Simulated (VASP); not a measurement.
# Cd4SeS3 (P-4m2) in VASP: single point with PBE

Aim: the single point of Cd4SeS3 with PBE.

All numbers are computed with VASP 6.6.1; they aren't measurements. Logs are shortened: lines on timing, memory, paths and dates and some standing lists are left out, and cuts for length are marked.

## Step 1: The cell of the first run

Symmetry: P-4m2, No. 115, tetragonal system. The conventional cell has a = 4.242 Å, b = 4.242 Å, c = 11.961 Å, α = 90.00°, β = 90.00°, γ = 90.00°. Within 3.4 Å of Cd (site symmetry 2mm) lie 4 S at 2.57 Å. Within 3.4 Å of Cd (site symmetry 2mm) lie 2 S at 2.58 Å and 2 Se at 2.66 Å. Within 3.5 Å of Se (site symmetry -4m2) lie 4 Cd at 2.66 Å. S (site symmetry 2mm) has 4 Cd at 2.57 to 2.58 Å within 3.4 Å. Within 3.4 Å of S (site symmetry -4m2) lie 4 Cd at 2.57 Å.

## Step 2: Single point, PBE

POSCAR

```
Cd4SeS3
1.0
    4.2418401793      0.0000000000      0.0000000000
    0.0000000000      4.2418401793      0.0000000000
    0.0000000000      0.0000000000     11.9614619347
Cd Se S
4 1 3
Direct
    0.5000000000      0.0000000000      0.6216115045
    0.0000000000      0.5000000000      0.8655708080
    0.5000000000      0.0000000000      0.1344291920
    0.0000000000      0.5000000000      0.3783884955
    0.0000000000      0.0000000000      0.0000000000
    0.5000000000      0.5000000000      0.2565630569
    0.0000000000      0.0000000000      0.5000000000
    0.5000000000      0.5000000000      0.7434369431
```

INCAR.step1

```
SYSTEM = Cd4SeS3
ALGO = Normal
EDIFF = 1E-6
ENCUT = 520
GGA = PE
ISIF = 2
ISMEAR = 0
LASPH = .TRUE.
LCHARG = .TRUE.
LREAL = .FALSE.
LWAVE = .FALSE.
NBANDS = 46
NELM = 80
PREC = Accurate
SIGMA = 0.02
```

KPOINTS.step1

```
k-points
0
G
  6 6 4
  0 0 0
```

INCAR.step2

```
SYSTEM = Cd4SeS3
ALGO = Normal
EDIFF = 1E-6
ENCUT = 520
GGA = PE
ICHARG = 11
ISIF = 2
ISMEAR = -5
LASPH = .TRUE.
LCHARG = .FALSE.
LORBIT = 11
LREAL = .FALSE.
LWAVE = .FALSE.
NBANDS = 46
NEDOS = 1001
NELM = 80
PREC = Accurate
SIGMA = 0.02
```

KPOINTS.step2

```
k-points
0
G
  9 9 6
  0 0 0
```

Potentials or basis: VASP PAW PBE potentials, release 64 (Cd, Se, S).

On the command line:

```
> cat potpaw_PBE.64/Cd/POTCAR potpaw_PBE.64/Se/POTCAR potpaw_PBE.64/S/POTCAR > POTCAR
> cp INCAR.step1 INCAR
> cp KPOINTS.step1 KPOINTS
> mpirun -np 1 vasp_std > vasp.out
> cp INCAR.step2 INCAR
> cp KPOINTS.step2 KPOINTS
> mpirun -np 1 vasp_std > vasp.out
```

OUTCAR:

```text
SYSTEM = Cd4SeS3
   EDIFF = 1E-6
   ENCUT = 520
   GGA = PE
   ICHARG = 11
   ISIF = 2
   ISMEAR = -5
   LASPH = .TRUE.
   LORBIT = 11
   LREAL = .FALSE.
   NELM = 80
   PREC = Accurate

 ion  position               nearest neighbor table
   1  0.500  0.000  0.622-   7 2.57   7 2.57   8 2.57   8 2.57
   2  0.000  0.500  0.866-   8 2.58   8 2.58   5 2.66   5 2.66
   3  0.500  0.000  0.134-   6 2.58   6 2.58   5 2.66   5 2.66
   4  0.000  0.500  0.378-   7 2.57   7 2.57   6 2.57   6 2.57
   5  0.000  0.000  0.000-   2 2.66   3 2.66   2 2.66   3 2.66
   6  0.500  0.500  0.257-   4 2.57   4 2.57   3 2.58   3 2.58
   7  0.000  0.000  0.500-   1 2.57   4 2.57   4 2.57   1 2.57
   8  0.500  0.500  0.743-   1 2.57   1 2.57   2 2.58   2 2.58

  LATTYP: Found a simple tetragonal cell.
 ALAT       =     4.2418401793
 C/A-ratio  =     2.8198756740

  Lattice vectors:

 A1 = (   4.2418401793,   0.0000000000,   0.0000000000)
 A2 = (   0.0000000000,   4.2418401793,   0.0000000000)
 A3 = (   0.0000000000,   0.0000000000,  11.9614619347)

Analysis of symmetry for initial positions (statically):
=====================================================================
 Subroutine PRICEL returns:
 Original cell was already a primitive cell.

 Routine SETGRP: Setting up the symmetry group for a
 simple tetragonal supercell.

 Subroutine GETGRP returns: Found  8 space group operations
 (whereof  8 operations were pure point group operations)
 out of a pool of 16 trial point group operations.

The static configuration has the point symmetry D_2d.

Analysis of symmetry for dynamics (positions and initial velocities):
=====================================================================
 Subroutine PRICEL returns:
 Original cell was already a primitive cell.

 Routine SETGRP: Setting up the symmetry group for a
 simple tetragonal supercell.

 Subroutine GETGRP returns: Found  8 space group operations
 (whereof  8 operations were pure point group operations)
 out of a pool of 16 trial point group operations.

The dynamic configuration has the point symmetry D_2d.

 Subroutine INISYM returns: Found  8 space group operations
 (whereof  8 operations are pure point group operations),
 and found     1 'primitive' translations

----------------------------------------------------------------------------------------
[... 117 lines left out ...]
   PSTRESS=    0.0 pullay stress
   NELECT =      72.0000    total number of electrons
   NUPDOWN=      -1.0000    fix difference up-down
   EMIN   =  10.00;   EMAX   =-10.00  energy-range for DOS
   EFERMI =   0.00;   METHOD = LEGACY
   ISMEAR =    -5;   SIGMA  =   0.02  broadening in eV -4-tet -1-fermi 0-gaus
   EFERMI_NEDOS =   21; number of points for ismear=-14 and -15
   IALGO  =     38    algorithm
   IMIX   =      4    mixing-type and parameters
     AMIX     =   0.40;   BMIX     =  1.00
     AMIX_MAG =   1.60;   BMIX_MAG =  1.00
  volume/ion in A,a.u.               =      26.90       181.55
  Fermi-wavevector in a.u.,A,eV,Ry     =   1.136461  2.147601 17.572531  1.291545
  Thomas-Fermi vector in A             =   2.273167
   LORBIT       =     11    0 simple, 1 ext, 2 COOP (PROOUT), +10 PAW based schemes
   GGA     = PE    functional components
   LHFCALC =     F    Hartree Fock is set to
   AEXX    =    0.0000 exact exchange contribution
   IVDW    =     0    specifies the selected vdW correction
   LEPSILON=     F    determine dielectric tensor
   LRPA    =     F    only Hartree local field effects (RPA)
 non-spin polarized calculation
 Fermi weights with tetrahedron method with Bloechl corrections
  energy-cutoff  :      520.00
  volume of cell :      215.23
 maximum number of plane-waves:      5834
 NGX is ok and might be reduce to    32

 number of electron      72.0000026 magnetization

 Free energy of the ion-electron system (eV)
  ---------------------------------------------------
  ext. energy  EPLUGINS =         0.00000000
  ---------------------------------------------------
  free energy    TOTEN  =       -23.91158513 eV

  energy without entropy =      -23.91158513  energy(sigma->0) =      -23.91158513

 E-fermi :   0.8708     XC(G=0):  -8.8574

 val. band max:        0.8627544630   @ k =   0.0000   0.0000   0.0000
 cond. band min:       1.7070057942   @ k =   0.0000   0.0000   0.0000
 fundamental gap:      0.8442513312
 Fermi energy:         0.8707884008

 k-point     1 :       0.0000    0.0000    0.0000
  band No.  band energies     occupation
      1     -11.3275      2.00000
      2     -11.0981      2.00000
      3     -11.0681      2.00000
      4     -10.8410      2.00000
      5      -6.8135      2.00000
      6      -6.8135      2.00000
[... 1165 lines left out ...]
     45       7.3304      0.00000
     46       7.4982      0.00000

 [... further k-points ...]
[... 5 lines left out ...]
  --------------------------------------------------------------------------------------
  -------------------------------------------------------------------------------------
  Total        0.3600000      0.3600000      0.4133421      0.0000000      0.0000000      0.0000000
  in kB        2.6799097      2.6799097      3.0769994      0.0000000      0.0000000      0.0000000
  external PRESSURE =       2.8122729 kB  Pullay stress =       0.0000000 kB

 VOLUME and BASIS-vectors are now :
 -----------------------------------------------------------------------------
  energy-cutoff  :      520.00
  volume of cell :      215.23
      direct lattice vectors                 reciprocal lattice vectors
     4.241840179  0.000000000  0.000000000     0.235746741  0.000000000  0.000000000
     0.000000000  4.241840179  0.000000000     0.000000000  0.235746741  0.000000000
     0.000000000  0.000000000 11.961461935     0.000000000  0.000000000  0.083601821

 POSITION                                       TOTAL-FORCE (eV/Angst)
 -----------------------------------------------------------------------------------
      2.12092      0.00000      7.43538        -0.000000      0.000000      0.000113
      0.00000      2.12092     10.35349        -0.000000     -0.000000     -0.001402
      2.12092      0.00000      1.60797        -0.000000      0.000000      0.001402
      0.00000      2.12092      4.52608        -0.000000      0.000000     -0.000113
      0.00000      0.00000      0.00000         0.000000     -0.000000      0.000000
      2.12092      2.12092      3.06887         0.000000      0.000000     -0.001792
      0.00000      0.00000      5.98073        -0.000000      0.000000      0.000000
      2.12092      2.12092      8.89259        -0.000000     -0.000000      0.001792
 -----------------------------------------------------------------------------------
    total drift:                                0.000000      0.000000      0.000000

  FREE ENERGIE OF THE ION-ELECTRON SYSTEM (eV)
  ---------------------------------------------------
  free  energy   TOTEN  =       -23.9115851258 eV

  energy  without entropy=      -23.9115851258  energy(sigma->0) =      -23.91158513

 total charge

# of ion       s       p       d       tot
------------------------------------------
    1        0.417   0.296   9.564  10.276
    2        0.428   0.296   9.559  10.282
    3        0.428   0.296   9.559  10.282
    4        0.417   0.296   9.564  10.276
    5        1.444   2.384   0.020   3.848
    6        1.326   2.376   0.000   3.702
    7        1.326   2.379   0.000   3.704
    8        1.326   2.376   0.000   3.702
--------------------------------------------------
tot          7.112  10.697  38.264  56.074
```

OUTCAR.step1:

```text
SYSTEM = Cd4SeS3
   EDIFF = 1E-6
   ENCUT = 520
   GGA = PE
   ISIF = 2
   ISMEAR = 0
   LASPH = .TRUE.
   LREAL = .FALSE.
[... 1421 lines left out ...]
      2.12092      2.12092      3.06887         0.000000     -0.000000     -0.001547
      0.00000      0.00000      5.98073        -0.000000     -0.000000     -0.000000
      2.12092      2.12092      8.89259         0.000000      0.000000      0.001547
 -----------------------------------------------------------------------------------
    total drift:                                0.000000      0.000000     -0.000000

  FREE ENERGIE OF THE ION-ELECTRON SYSTEM (eV)
  ---------------------------------------------------
  free  energy   TOTEN  =       -23.9065370020 eV

  energy  without entropy=      -23.9065370020  energy(sigma->0) =      -23.90653700
```

It took 5.2 min on 1 thread of Intel Xeon 6975P-C (Granite Rapids), shared host; peak memory 0.6 GiB.

Results:

```
Valence electrons inside the program's atomic spheres : Cd 10.28; Se 3.85; S 3.70
```

Levels at points of the mesh, in eV from the valence-band top:
```csv
k point,band 32,band 33,band 34,band 35,band 36,band 37,band 38,band 39,band 40,band 41
"(0.00, 0.00, 0.00)",-0.86,-0.86,-0.05,0.00,0.00,0.84,3.33,3.36,3.49,4.04
"(0.00, 0.00, 0.50)",-1.10,-0.47,-0.47,-0.17,-0.17,1.99,2.06,3.62,3.72,4.03
```
